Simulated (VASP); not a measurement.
As:

```
As
1.0
     1.86817    1.07859    3.49048
    -1.86817    1.07859    3.49048
     0.00000   -2.15718    3.49048
As
2
Direct
  0.22600 0.22600 0.22600
  0.77400 0.77400 0.77400
```

Base run:

| Item | Value |
| --- | --- |
| Program | VASP 6.6.1 |
| Functional | PBE |
| Potentials or basis | VASP PAW PBE potentials, release 64 (As) |
| Cutoff | 520 eV |
| k mesh | 9 × 9 × 9 |
| Occupations | fermi-dirac, width 0.05 eV |
| Spin | no spin polarisation |

Its results: band gap on the k mesh zero (band 5 reaches 5.74 eV, above the bottom of band 6 at 5.63 eV); pressure 5.8 GPa; largest force 0.637 eV/Å.

Problem. After a change of settings the same cell gave: band gap on the k mesh zero (band 5 reaches 5.67 eV, above the bottom of band 6 at 5.57 eV); pressure 0.7 GPa; largest force 0.475 eV/Å. Which change was it?
A. functional from PBE to LDA; potentials or basis from VASP PAW PBE potentials, release 64 (As) to VASP PAW LDA potentials, release 64 (As)
B. functional from PBE to PBE0; k mesh from 9 × 9 × 9 to 4 × 4 × 4
C. functional from PBE to PBEsol
D. functional from PBE to r2SCAN

Solution. A.
